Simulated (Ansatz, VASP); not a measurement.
AgCl: VASP beside Ansatz

File POSCAR:

```
AgCl
1.0
    0.0000000000      2.7709909694      2.7709909694
    2.7709909694      0.0000000000      2.7709909694
    2.7709909694      2.7709909694      0.0000000000
Ag Cl
1 1
Direct
    0.0000000000      0.0000000000      0.0000000000
    0.5000000000      0.5000000000      0.5000000000
```

INCAR.step1

```
SYSTEM = AgCl
PREC = Accurate
ENCUT = 520
EDIFF = 1E-5
ISMEAR = -1
SIGMA = 0.05
LREAL = .False.
LASPH = .True.
NELM = 60
ALGO = Normal
ISIF = 2
LWAVE = .True.
LCHARG = .False.
GGA = PE
NBANDS = 16
```

The input INCAR.step2:

```
SYSTEM = AgCl
PREC = Accurate
ENCUT = 520
EDIFF = 1E-6
ISMEAR = -1
SIGMA = 0.05
LREAL = .False.
LASPH = .True.
NELM = 60
ALGO = Normal
ISIF = 2
LWAVE = .False.
LCHARG = .False.
GGA = PE
LHFCALC = .True.
AEXX = 0.25
PRECFOCK = Normal
ISTART = 1
NBANDS = 16
```

File KPOINTS:

```
Automatic mesh
0
Gamma
  6 6 6
  0 0 0
```

The input input:

```
crystal:
  lattice:
    - [0.0, 2.7709909694, 2.7709909694]
    - [2.7709909694, 0.0, 2.7709909694]
    - [2.7709909694, 2.7709909694, 0.0]
  atoms:
    - { symbol: Ag, position: [0.0, 0.0, 0.0] }
    - { symbol: Cl, position: [0.5, 0.5, 0.5] }
hamiltonian:
  xc: pbe0
  pseudopotentials: { kind: paw }
kpoints:
  mp_grid: { grid: [6, 6, 6] }
scf:
  occupations: { method: fermi_dirac, width: 0.05 }
output:
  forces: true
  stress: true
  eigenvalues: true
  write_density: true
  write_potential: true
  elf: true
  volumetric_format: npy
```

Alike in both runs: task single point; functional PBE0; k mesh 6 × 6 × 6; occupations fermi-dirac, width 0.05 eV; no spin polarisation.

```csv
,VASP,Ansatz
version,VASP 6.6.1,Ansatz 0.2.0
potentials or method,"VASP PAW PBE potentials, release 64 (Ag, Cl)",Ansatz PAW
plane-wave cutoff (eV),520,420
valence electrons in the cell,18,26
```

```csv
,VASP,Ansatz,Ansatz less VASP
gap on the k mesh at the Fermi level (eV),3.10,3.10,+0.010
least direct gap on the mesh (eV),5.35,5.35,-0.004
pressure (GPa),1.1,1.4,+0.26
```

VASP's potentials hold 18 valence electrons a cell and Ansatz's 26, so a difference there can come from the potentials and not from the codes.
